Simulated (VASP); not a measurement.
# MgSnO2 (P4/nmm) in VASP: single point with PBE

Aim: the single point of MgSnO2 with PBE.

All numbers are computed with VASP 6.6.1; they aren't measurements. Logs are shortened: lines on timing, memory, paths and dates and some standing lists are left out, and cuts for length are marked.

**1. The cell of the first run**

It takes space group P4/nmm (No. 129, tetragonal). Conventional cell: a = 3.961 Å, b = 3.961 Å, c = 9.303 Å, α = 90.00°, β = 90.00°, γ = 90.00°. Mg (site symmetry 4mm) has 4 O at 1.99 Å within 2.6 Å. Within 3.0 Å of Sn (site symmetry 4mm) lie 4 O at 2.28 Å. O (site symmetry -4m2) has 4 Mg at 1.99 Å within 2.6 Å. O (site symmetry -4m2) has 4 Sn at 2.28 Å and 4 O at 2.80 Å within 3.0 Å.

**2. Single point, PBE**

File INCAR:

```
SYSTEM = MgSnO2
PREC = Accurate ; ENCUT = 520
EDIFF = 1E-6 ; ISMEAR = 0
SIGMA = 0.02 ; LREAL = .False.
LASPH = .True. ; NELM = 80
ALGO = Normal ; ISIF = 2
LWAVE = .False. ; LCHARG = .True.
GGA = PE ; LELF = .True.
LVHAR = .True. ; NBANDS = 38
```

File KPOINTS:

```
regular mesh
0
Gamma
  8 8 4
  0 0 0
```

File POSCAR:

```
MgSnO2
1.0
    3.9610772663      0.0000000000      0.0000000000
    0.0000000000      3.9610772663      0.0000000000
    0.0000000000      0.0000000000      9.3029575043
Mg Sn O
2 2 4
Direct
    0.0000000000      0.5000000000      0.4830507461
    0.5000000000      0.0000000000      0.5169492539
    0.0000000000      0.5000000000      0.1216728009
    0.5000000000      0.0000000000      0.8783271991
    0.5000000000      0.5000000000      0.5000000000
    0.0000000000      0.0000000000      0.5000000000
    0.5000000000      0.5000000000      0.0000000000
    0.0000000000      0.0000000000      0.0000000000
```

Potentials or basis: VASP PAW PBE potentials, release 64 (Mg, Sn_d, O).

Command:

```console
$ cat potpaw_PBE.64/Mg/POTCAR potpaw_PBE.64/Sn_d/POTCAR potpaw_PBE.64/O/POTCAR > POTCAR
$ mpirun -np 1 vasp_std > vasp.out
```

OUTCAR:

```text
SYSTEM = MgSnO2
   PREC = Accurate
   ENCUT = 520
   EDIFF = 1E-6
   ISMEAR = 0
   LREAL = .False.
   LASPH = .True.
   NELM = 80
   ISIF = 2
   GGA = PE

 ion  position               nearest neighbor table
   1  0.000  0.500  0.483-   5 1.99   6 1.99   6 1.99   5 1.99   2 2.82   2 2.82   2 2.82   2 2.82
                             3 3.36
   2  0.500  0.000  0.517-   5 1.99   6 1.99   5 1.99   6 1.99   1 2.82   1 2.82   1 2.82   1 2.82
                             4 3.36
   3  0.000  0.500  0.122-   7 2.28   8 2.28   8 2.28   7 2.28   1 3.36   4 3.60   4 3.60   4 3.60
                             4 3.60
   4  0.500  0.000  0.878-   7 2.28   8 2.28   7 2.28   8 2.28   2 3.36   3 3.60   3 3.60   3 3.60
                             3 3.60
   5  0.500  0.500  0.500-   1 1.99   2 1.99   2 1.99   1 1.99
   6  0.000  0.000  0.500-   1 1.99   2 1.99   1 1.99   2 1.99
   7  0.500  0.500  0.000-   3 2.28   4 2.28   4 2.28   3 2.28
   8  0.000  0.000  0.000-   3 2.28   4 2.28   3 2.28   4 2.28

  LATTYP: Found a simple tetragonal cell.
 ALAT       =     3.9610772663
 C/A-ratio  =     2.3485927890

  Lattice vectors:

 A1 = (   3.9610772663,   0.0000000000,   0.0000000000)
 A2 = (   0.0000000000,   3.9610772663,   0.0000000000)
 A3 = (   0.0000000000,   0.0000000000,   9.3029575043)

Analysis of symmetry for initial positions (statically):
=====================================================================
 Subroutine PRICEL returns:
 Original cell was already a primitive cell.

 Routine SETGRP: Setting up the symmetry group for a
 simple tetragonal supercell.

 Subroutine GETGRP returns: Found 16 space group operations
 (whereof  8 operations were pure point group operations)
 out of a pool of 16 trial point group operations.

The static configuration has the point symmetry D_2d.
 The point group associated with its full space group is D_4h.

Analysis of symmetry for dynamics (positions and initial velocities):
=====================================================================
 Subroutine PRICEL returns:
 Original cell was already a primitive cell.

 Routine SETGRP: Setting up the symmetry group for a
 simple tetragonal supercell.

 Subroutine GETGRP returns: Found 16 space group operations
 (whereof  8 operations were pure point group operations)
 out of a pool of 16 trial point group operations.
[... 116 lines left out ...]
   EDIFFG = 0.1E-04   stopping-criterion for IOM
   NSW    =      0    number of steps for IOM
   IBRION =     -1    ionic relax: 0-MD 1-quasi-New 2-CG
   NFREE  =      0    steps in history (QN), initial steepest desc. (CG)
   ISIF   =      2    stress and relaxation
   ISYM   =      2    0-nonsym 1-usesym 2-fastsym
   POTIM  = 0.5000    time-step for ionic-motion
   TEBEG  =    0.0;   TEEND  =   0.0 temperature during run
   PSTRESS=    0.0 pullay stress
   NELECT =      56.0000    total number of electrons
   NUPDOWN=      -1.0000    fix difference up-down
   EMIN   =  10.00;   EMAX   =-10.00  energy-range for DOS
   EFERMI =   0.00;   METHOD = LEGACY
   ISMEAR =     0;   SIGMA  =   0.02  broadening in eV -4-tet -1-fermi 0-gaus
   EFERMI_NEDOS =   21; number of points for ismear=-14 and -15
   IALGO  =     38    algorithm
   IMIX   =      4    mixing-type and parameters
     AMIX     =   0.40;   BMIX     =  1.00
     AMIX_MAG =   1.60;   BMIX_MAG =  1.00
  volume/ion in A,a.u.               =      18.25       123.13
  Fermi-wavevector in a.u.,A,eV,Ry     =   1.189565  2.247952 19.253136  1.415066
  Thomas-Fermi vector in A             =   2.325670
   LORBIT       =      0    0 simple, 1 ext, 2 COOP (PROOUT), +10 PAW based schemes
   GGA     = PE    functional components
   LHFCALC =     F    Hartree Fock is set to
   AEXX    =    0.0000 exact exchange contribution
   IVDW    =     0    specifies the selected vdW correction
   LEPSILON=     F    determine dielectric tensor
   LRPA    =     F    only Hartree local field effects (RPA)
 non-spin polarized calculation
 Gauss-broadening in eV      SIGMA  =   0.02
  energy-cutoff  :      520.00
  volume of cell :      145.96
 maximum number of plane-waves:      4002
 NGX is ok and might be reduce to    30
   NGX = 15   NGY = 15   NGZ = 35

 number of electron      55.9999996 magnetization

 Free energy of the ion-electron system (eV)
  ---------------------------------------------------
  ext. energy  EPLUGINS =         0.00000000
  ---------------------------------------------------
  free energy    TOTEN  =       -44.87257153 eV

  energy without entropy =      -44.87257153  energy(sigma->0) =      -44.87257153

 E-fermi :   2.7378     XC(G=0):  -8.7716

 val. band max:        2.5918860961   @ k =   0.1250   0.0000   0.0000
 cond. band min:       4.4352773308   @ k =   0.0000   0.0000   0.0000
 fundamental gap:      1.8433912348
 Fermi energy:         2.7377753615

 k-point     1 :       0.0000    0.0000    0.0000
  band No.  band energies     occupation
      1     -18.4651      2.00000
      2     -18.1404      2.00000
      3     -18.1380      2.00000
      4     -18.1380      2.00000
      5     -18.1192      2.00000
      6     -18.1098      2.00000
[... 973 lines left out ...]
     37      10.8922      0.00000
     38      10.8922      0.00000

 [... further k-points ...]

------------------------ aborting loop because EDIFF is reached ----------------------------------------

  FORCE on cell =-STRESS in cart. coord.  units (eV):
  Direction    XX          YY          ZZ          XY          YZ          ZX
  --------------------------------------------------------------------------------------
  -------------------------------------------------------------------------------------
  Total       -0.0214167     -0.0214167      0.0409526      0.0000000      0.0000000      0.0000000
  in kB       -0.2350804     -0.2350804      0.4495148      0.0000000      0.0000000      0.0000000
  external PRESSURE =      -0.0068820 kB  Pullay stress =       0.0000000 kB

 VOLUME and BASIS-vectors are now :
 -----------------------------------------------------------------------------
  energy-cutoff  :      520.00
  volume of cell :      145.96
      direct lattice vectors                 reciprocal lattice vectors
     3.961077266  0.000000000  0.000000000     0.252456575  0.000000000  0.000000000
     0.000000000  3.961077266  0.000000000     0.000000000  0.252456575  0.000000000
     0.000000000  0.000000000  9.302957504     0.000000000  0.000000000  0.107492698

 POSITION                                       TOTAL-FORCE (eV/Angst)
 -----------------------------------------------------------------------------------
      0.00000      1.98054      4.49380         0.000000     -0.000000      0.005459
      1.98054      0.00000      4.80916         0.000000     -0.000000     -0.005459
      0.00000      1.98054      1.13192        -0.000000      0.000000      0.075435
      1.98054      0.00000      8.17104         0.000000     -0.000000     -0.075435
      1.98054      1.98054      4.65148         0.000000     -0.000000      0.000000
      0.00000      0.00000      4.65148         0.000000      0.000000      0.000000
      1.98054      1.98054      0.00000         0.000000     -0.000000      0.000000
      0.00000      0.00000      0.00000         0.000000      0.000000      0.000000
 -----------------------------------------------------------------------------------
    total drift:                                0.000000      0.000000      0.000000

  FREE ENERGIE OF THE ION-ELECTRON SYSTEM (eV)
  ---------------------------------------------------
  free  energy   TOTEN  =       -44.8725715304 eV

  energy  without entropy=      -44.8725715304  energy(sigma->0) =      -44.87257153
```

OSZICAR:

```text
N       E                     dE             d eps       ncg     rms          rms(c)
DAV:   1     0.624224632782E+03    0.62422E+03   -0.25970E+04  3646   0.179E+03
DAV:   2     0.541929758906E+02   -0.57003E+03   -0.53894E+03  3786   0.530E+02
DAV:   3    -0.485301436547E+02   -0.10272E+03   -0.10065E+03  3862   0.189E+02
DAV:   4    -0.547348081571E+02   -0.62047E+01   -0.61546E+01  4056   0.518E+01
DAV:   5    -0.549138245075E+02   -0.17902E+00   -0.17895E+00  3818   0.928E+00    0.170E+01
DAV:   6    -0.454549329389E+02    0.94589E+01   -0.39813E+01  4060   0.458E+01    0.663E+00
DAV:   7    -0.451651472009E+02    0.28979E+00   -0.33482E+00  4146   0.899E+00    0.361E+00
DAV:   8    -0.449342632809E+02    0.23088E+00   -0.50529E-01  4360   0.421E+00    0.119E+00
DAV:   9    -0.448745352811E+02    0.59728E-01   -0.11755E-01  5320   0.248E+00    0.442E-01
DAV:  10    -0.448723566860E+02    0.21786E-02   -0.29967E-02  4758   0.121E+00    0.307E-01
DAV:  11    -0.448722360115E+02    0.12067E-03   -0.10774E-02  3576   0.516E-01    0.614E-02
DAV:  12    -0.448724997456E+02   -0.26373E-03   -0.20554E-03  4774   0.203E-01    0.559E-02
DAV:  13    -0.448725717810E+02   -0.72035E-04   -0.16871E-04  3562   0.794E-02    0.294E-02
DAV:  14    -0.448725708382E+02    0.94271E-06   -0.41727E-05  4630   0.459E-02    0.400E-03
DAV:  15    -0.448725715304E+02   -0.69211E-06   -0.51604E-06  3670   0.111E-02
   1 F= -.44872572E+02 E0= -.44872572E+02  d E =-.138155E-26
```

stdout:

```text
POSCAR found type information on POSCAR MgSnO
 POSCAR found :  3 types and       8 ions
 scaLAPACK will be used
 LDA part: xc-table for (Slater+PW92), standard interpolation
 POSCAR, INCAR and KPOINTS ok, starting setup
 FFT: planning ... GRIDC
 FFT: planning ... GRID_SOFT
 FFT: planning ... GRID
 WAVECAR not read
 entering main loop
```

Run time: 3 min. Hardware: 1 thread of Oxide Virtual Turin-like, shared host; peak memory 0.33 GiB.

Results:

```
Free energy            : -44.8726 eV
Pressure               : 0.0 GPa
Largest force          : 0.075 eV/Å
Band gap on the k mesh : 1.84 eV (least direct gap 1.85 eV)
```

Forces on the atoms (eV/Å):
```
Mg   0.000  0.000  0.005
Mg   0.000  0.000 -0.005
Sn   0.000  0.000  0.075
Sn   0.000  0.000 -0.075
O    0.000  0.000  0.000
O    0.000  0.000  0.000
O    0.000  0.000  0.000
O    0.000  0.000  0.000
```

Caveat: spin-orbit coupling is left out, which moves the levels of the heavy elements. A k mesh can miss the band edges.
